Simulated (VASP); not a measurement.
# BN: single point with PBEsol

The system is BN.

```
CELL_PARAMETERS angstrom
2.56659 0.00000 0.00000
-1.28330 2.22273 0.00000
0.00000 0.00000 6.32814
ATOMIC_POSITIONS crystal
B 0.33333 0.66667 0.25000
B 0.66667 0.33333 0.75000
N 0.33333 0.66667 0.75000
N 0.66667 0.33333 0.25000
```

This cell differs from its parent crystal: strain +0.025 along x and y, -0.050 along z.

```yaml
Program: VASP 6.6.1
Task: single point
Functional: PBEsol
Potentials_or_basis: VASP PAW PBE potentials, release 64 (B, N)
Cutoff: 520 eV
k_mesh: 12 × 12 × 4
Occupations: gaussian, width 0.05 eV
Spin: no spin polarisation
```

| Property | Result |
| --- | --- |
| Pressure | -15.5 GPa |
| Band gap on the k mesh | 3.93 eV, indirect (least direct gap 4.24 eV) |

Stress tensor (GPa, compression positive):
```
-24.26   0.00   0.00
  0.00 -24.26   0.00
  0.00   0.00   1.98
```

Levels at points of the mesh, in eV from the valence-band top:
```csv
k point,band 6,band 7,band 8,band 9,band 10,band 11
"(0.00, 0.00, 0.00)",-1.46,-1.39,-1.39,5.27,10.32,10.80
"(0.50, 0.00, 0.00)",-3.99,-1.66,-0.31,3.93,5.61,8.77
"(0.00, 0.00, 0.50)",-1.42,-1.42,-1.42,7.81,7.81,10.90
"(0.50, 0.00, 0.50)",-4.05,-0.93,-0.93,4.42,4.42,9.07
```

It took 14 s on 1 thread of Intel(R) Xeon(R) 6975P-C (Granite Rapids), with other jobs on the host, peak memory 0.16 GiB.

Caveat: the cell differs from its parent crystal (strain +0.025 along x and y, -0.050 along z); the PAW data sets were made with another functional, which shifts forces and pressure a little; this functional lacks dispersion, which binds the layers, so the pressure and a relaxed spacing across them are unreliable. A k mesh can miss the band edges.
